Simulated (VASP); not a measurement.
The system is Co2HgSe2.

```
Hg Se Co
1.0
     0.00000    3.74405    0.00000
     3.74405    0.00000    0.00000
     1.87203    1.87203   -6.56685
Hg Se Co
1 2 2
Direct
  0.00000 0.00000 0.00000
  0.35370 0.35370 0.29260
  0.64630 0.64630 0.70740
  0.75000 0.25000 0.50000
  0.25000 0.75000 0.50000
```

| Property | Result |
| --- | --- |
| Program | VASP 6.6.1 |
| Task | relaxation of cell and atoms |
| Functional | PBE |
| Potentials or basis | VASP PAW PBE potentials, release 64 (Hg, Se, Co) |
| Cutoff | 600 eV |
| k mesh | 5 × 5 × 5 |
| Occupations | fermi-dirac, width 0.0167 eV |
| Spin | no spin polarisation |

At the start: pressure 3.4 GPa; volume 18.41 Å³/atom.

**Question.** How do energy, volume and symmetry change on relaxing?

**Answer.** Over 17 steps the energy falls by 97.4 meV/atom and the volume is 22.87 Å³/atom (+24.2 %); space group I4/mmm (No. 139, to 0.1 Å) before and after.

The path:
```tsv
step	energy change (eV)	largest force (eV/Å)	pressure (GPa)	volume (Å³)
1	0.0000	0.1342	3.38	92.05
2	-0.0954	0.7520	-1.40	97.30
3	-0.0969	0.8650	-2.12	98.27
4	-0.1806	0.8066	-1.94	99.23
5	-0.3636	0.5289	-0.89	101.81
6	-0.3932	0.2442	3.83	105.59
7	-0.4436	0.0325	1.71	104.25
8	-0.4617	0.4722	-0.59	109.52
9	-0.4625	0.4002	-0.25	108.62
10	-0.4800	0.1970	-0.18	111.08
11	-0.4852	0.0158	-0.03	113.42
12	-0.4853	0.0074	-0.05	113.32
13	-0.4860	0.0266	0.03	113.52
14	-0.4863	0.0747	0.33	114.02
15	-0.4864	0.0613	0.24	113.87
16	-0.4868	0.0156	0.08	114.25
17	-0.4868	0.0060	0.06	114.33
```

Final structure:
```yaml
crystal:
  lattice:
    - [0.00000, 3.63632, 0.00000]
    - [3.63632, 0.00000, 0.00000]
    - [1.81816, 1.81816, -8.64609]
  atoms:
    - { symbol: Hg, position: [0.00000, 0.00000, 0.00000] }
    - { symbol: Se, position: [0.33266, 0.33266, 0.33469] }
    - { symbol: Se, position: [0.66734, 0.66734, 0.66531] }
    - { symbol: Co, position: [0.75000, 0.25000, 0.50000] }
    - { symbol: Co, position: [0.25000, 0.75000, 0.50000] }
```

Caveat: the volume moved by over 15 % at a fixed basis, so the end points are rough; the run has no spin polarisation, though such a crystal can be magnetic.
